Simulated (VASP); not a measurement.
Set up this calculation in VASP 6.6.1, as the native input.

* Task: single point
* Functional: PBEsol
* Potentials or basis: VASP PAW PBE potentials, release 64 (W_sv, S)
* Cutoff: 500 eV
* k mesh: 8 × 8 × 2
* Occupations: gaussian, width 0.01 eV
* Spin: no spin polarisation
* Dipole correction: no
* Further INCAR settings: ALGO = Normal; EDIFF = 1e-06; NBANDS = 35

The structure of WS2 lies in POSCAR:

```
WS2
1.0
    3.1304393103      0.0000000000      0.0000000000
   -1.5652196551      2.7110399677      0.0000000000
    0.0000000000      0.0000000000     12.7258969971
W S
2 4
Direct
    0.3333333333      0.6666666667      0.2500000000
    0.6666666667      0.3333333333      0.7500000000
    0.3333333333      0.6666666667      0.6263631534
    0.6666666667      0.3333333333      0.1263631534
    0.3333333333      0.6666666667      0.8736368466
    0.6666666667      0.3333333333      0.3736368466
```

This cell differs from its parent crystal: in-plane strain -0.005, then relaxed in part.

These files were run (other wordings do the same):

INCAR

```
ALGO = Normal
EDIFF = 1E-6
ENCUT = 500
GGA = PS
GGA_COMPAT = False
ISIF = 2
ISMEAR = 0
LASPH = True
LCHARG = True
LELF = True
LREAL = False
LVHAR = True
LWAVE = False
NBANDS = 35
NELM = 120
PREC = Accurate
SIGMA = 0.01
```

KPOINTS

```
k-points
0
Gamma
  8 8 2
```

Potentials or basis: VASP PAW PBE potentials, release 64 (W_sv, S).

The run is started by

```console
$ cat potpaw_PBE.64/W_sv/POTCAR potpaw_PBE.64/S/POTCAR > POTCAR
$ mpirun -np 1 vasp_std > vasp.out
```

It gave:

```yaml
Pressure: 1.1 GPa
Largest_force: 0.021 eV/Å
Band_gap_on_the_k_mesh: 1.30 eV (least direct gap 2.38 eV)
```

Caveat: the cell differs from its parent crystal (in-plane strain -0.005, then relaxed in part); the PAW data sets were made with another functional, which shifts forces and pressure a little; spin-orbit coupling is left out, which moves the levels of the heavy elements; this functional lacks dispersion, which binds layers or chains, so the pressure and a relaxed spacing across them are unreliable.

Wall time 73 s on 1 thread of Intel(R) Xeon(R) Platinum 8488C (Sapphire Rapids), with other jobs on the host, peak memory 0.25 GiB.
